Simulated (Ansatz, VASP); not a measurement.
**Hf3ZrS8: VASP beside Ansatz**

INCAR

```
SYSTEM = Hf3ZrS8
PREC     = Accurate       ! precision mode
ENCUT    = 500            ! plane-wave cutoff, eV
EDIFF    = 1E-6           ! SCF threshold, eV
ISMEAR   = 0              ! smearing method
SIGMA    = 0.02           ! smearing width, eV
LREAL    = .False.        ! projectors in reciprocal space
LASPH    = .True.         ! aspherical terms in the spheres
NELM     = 120            ! most SCF steps
ALGO     = Normal         ! electronic algorithm
ISIF     = 2              ! what is computed and relaxed
LWAVE    = .False.        ! write WAVECAR
LCHARG   = .True.         ! write CHGCAR
LVHAR    = .True.       
NBANDS   = 57             ! bands
GGA_COMPAT= .False.      
KPAR     = 4
```

Contents of KPOINTS:

```
regular mesh
0
Gamma
  6 6 6
  0 0 0
```

The input POSCAR:

```
Hf3ZrS8
1.0
    6.3396290625     -3.6601889192     -0.0000646285
    6.3396290625      3.6601889192     -0.0000646285
   -6.3395812472      0.0000000000      6.8205825108
Zr Hf S
1 3 8
Direct
    0.0000000000      0.0000000000      0.0000000000
    0.5000000000      0.5000000000      0.0000000000
    0.5000000000      0.0000000000      0.0000000000
    0.0000000000      0.5000000000      0.0000000000
    0.5607410842      0.5607410842      0.7881506117
    0.0616447339      0.0616447339      0.7877163709
    0.0616438101      0.5582813458      0.7877122134
    0.5582813458      0.0616438101      0.7877122134
    0.9383561899      0.4417186542      0.2122877866
    0.4417186542      0.9383561899      0.2122877866
    0.4392589158      0.4392589158      0.2118493883
    0.9383552661      0.9383552661      0.2122836291
```

Input for Ansatz:

```yaml
crystal:
  lattice:
    - [6.3396290625, -3.6601889192, -6.46285e-05]
    - [6.3396290625, 3.6601889192, -6.46285e-05]
    - [-6.3395812472, 0.0, 6.8205825108]
  atoms:
    - { symbol: Zr, position: [0.0, 0.0, 0.0] }
    - { symbol: Hf, position: [0.5, 0.5, 0.0] }
    - { symbol: Hf, position: [0.5, 0.0, 0.0] }
    - { symbol: Hf, position: [0.0, 0.5, 0.0] }
    - { symbol: S, position: [0.5607410842, 0.5607410842, 0.7881506117] }
    - { symbol: S, position: [0.0616447339, 0.0616447339, 0.7877163709] }
    - { symbol: S, position: [0.0616438101, 0.5582813458, 0.7877122134] }
    - { symbol: S, position: [0.5582813458, 0.0616438101, 0.7877122134] }
    - { symbol: S, position: [0.9383561899, 0.4417186542, 0.2122877866] }
    - { symbol: S, position: [0.4417186542, 0.9383561899, 0.2122877866] }
    - { symbol: S, position: [0.4392589158, 0.4392589158, 0.2118493883] }
    - { symbol: S, position: [0.9383552661, 0.9383552661, 0.2122836291] }
basis:
  ecutwfc: 420
kpoints:
  mp_grid: { grid: [6, 6, 6] }
  band_path:
    path:
      - [[0.0, 0.0, 0.0], [0.4053296, -0.4053296, 0.0]]
      - [[-0.4053296, -0.5946704, 1.0], [-0.5, -0.5, 1.0], [0.0, 0.0, 0.0], [-0.5, -0.5, 0.5], [-0.26133679, -0.73866321, 0.5]]
      - [[0.26133679, -0.26133679, -0.5], [0.0, 0.0, -0.5], [0.0, 0.0, 0.0]]
      - [[0.0, -0.5, 0.0], [0.0, 0.0, 0.0], [0.0, -0.5, 0.5]]
    npoints: 10
hamiltonian:
  xc: lda
scf:
  occupations: { method: gaussian, width: 0.02 }
  n_extra_bands: 30
output:
  forces: true
  stress: true
  eigenvalues: true
  populations: true
  dos: { projected: true, de: 0.02, nscf_kmesh: { grid: [9, 9, 9] } }
  bader: false
  write_density: true
  write_potential: true
  elf: true
  volumetric_format: npy
```

Alike in both runs: task single point; functional LDA; k mesh 6 × 6 × 6; occupations gaussian, width 0.02 eV; no spin polarisation.

|  | VASP | Ansatz |
| --- | --- | --- |
| version | VASP 6.6.1 | Ansatz 0.2.0 |
| potentials or method | VASP PAW LDA potentials, release 64 (Zr_sv, Hf_pv, S), cutoff 500 eV | scalar-relativistic, plane waves, PAW |
| valence electrons in the cell | 90 | 138 |

Ansatz gave:

- gap on the k mesh at the Fermi level (eV): 1.03
- least direct gap on the mesh (eV): 1.03
- pressure (GPa): -4.7
- traceless stress, the component that is largest in VASP (GPa): 0.86
- rms of the force components (eV/Å): 0.234

Q: Which values does VASP return?

A: gap on the k mesh at the Fermi level (eV): 1.04; least direct gap on the mesh (eV): 1.04; pressure (GPa): -4.9; traceless stress, the component that is largest in VASP (GPa): 0.87; rms of the force components (eV/Å): 0.247.

LDA's correlation is that of Perdew and Zunger in VASP and of Perdew and Wang (1992) in Ansatz. Atom by atom the forces differ by 0.016 eV/Å (rms over components). VASP's potentials hold 90 valence electrons a cell and Ansatz's 138, so a difference there can come from the potentials and not from the codes.

Spin-orbit coupling is off throughout.
